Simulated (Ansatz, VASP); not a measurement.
# Na3SbF6 in VASP and in Ansatz

INCAR

```
  PREC = Accurate
  ENCUT = 600
  EDIFF = 1E-6
  ISMEAR = 0
  SIGMA = 0.02
  LREAL = False
  LASPH = True
  NELM = 100
  ALGO = Normal
  ISIF = 3
  LWAVE = False
  LCHARG = False
  GGA = PE
  IBRION = 2
  NSW = 100
  EDIFFG = -0.01
```

Contents of KPOINTS:

```
Automatic mesh
0
Gamma
  6 6 6
```

File POSCAR:

```
Na3SbF6
1.0
    0.0000000000      4.4044840000      4.4044840000
    4.4044840000      0.0000000000      4.4044840000
    4.4044840000      4.4044840000      0.0000000000
Na Sb F
3 1 6
Direct
    0.7500000000      0.7500000000      0.7500000000
    0.2500000000      0.2500000000      0.2500000000
    0.5000000000      0.5000000000      0.5000000000
    0.0000000000      0.0000000000      0.0000000000
    0.7526500000      0.2473500000      0.2473500000
    0.2473500000      0.2473500000      0.7526500000
    0.2473500000      0.7526500000      0.7526500000
    0.2473500000      0.7526500000      0.2473500000
    0.7526500000      0.2473500000      0.7526500000
    0.7526500000      0.7526500000      0.2473500000
```

Input for Ansatz:

```yaml
crystal:
  lattice:
    - [0.0, 4.404484, 4.404484]
    - [4.404484, 0.0, 4.404484]
    - [4.404484, 4.404484, 0.0]
  atoms:
    - { symbol: Na, position: [0.75, 0.75, 0.75] }
    - { symbol: Na, position: [0.25, 0.25, 0.25] }
    - { symbol: Na, position: [0.5, 0.5, 0.5] }
    - { symbol: Sb, position: [0.0, 0.0, 0.0] }
    - { symbol: F, position: [0.75265, 0.24735, 0.24735] }
    - { symbol: F, position: [0.24735, 0.24735, 0.75265] }
    - { symbol: F, position: [0.24735, 0.75265, 0.75265] }
    - { symbol: F, position: [0.24735, 0.75265, 0.24735] }
    - { symbol: F, position: [0.75265, 0.24735, 0.75265] }
    - { symbol: F, position: [0.75265, 0.75265, 0.24735] }
basis:
  ecutwfc: 420
kpoints:
  mp_grid: { grid: [6, 6, 6] }
hamiltonian:
  xc: pbe
scf:
  occupations: { method: gaussian, width: 0.02 }
output:
  forces: true
  stress: true
  eigenvalues: true
relax:
  adjacent_minimum: "off"
  f_tol: 0.01
  max_steps: 80
  cell: { stress_tol: 0.05 }
```

Alike in both runs: task relaxation of cell and atoms; functional PBE; k mesh 6 × 6 × 6; occupations gaussian, width 0.02 eV; no spin polarisation.

```csv
,VASP,Ansatz
version,VASP 6.6.1,Ansatz 0.2.0
potentials or method,"VASP PAW PBE potentials, release 64 (Na_pv, Sb, F), cutoff 600 eV","scalar-relativistic, plane waves, PAW"
valence electrons in the cell,68,84
```

VASP gave:

| Quantity | Value |
| --- | --- |
| gap on the k mesh at the Fermi level, each at its own relaxed structure (eV) | 3.31 |
| relaxed volume (Å³/atom) | 17.00 |
| relaxed cell length with the largest relative difference (Å) | 6.218 |

Problem. What did Ansatz give for the same quantities?

Solution. gap on the k mesh at the Fermi level, each at its own relaxed structure (eV): 3.34; relaxed volume (Å³/atom): 17.16; relaxed cell length with the largest relative difference (Å): 6.238.

VASP's potentials hold 68 valence electrons a cell and Ansatz's 84, so a difference there can come from the potentials and not from the codes.

Neither program's run includes spin-orbit coupling.
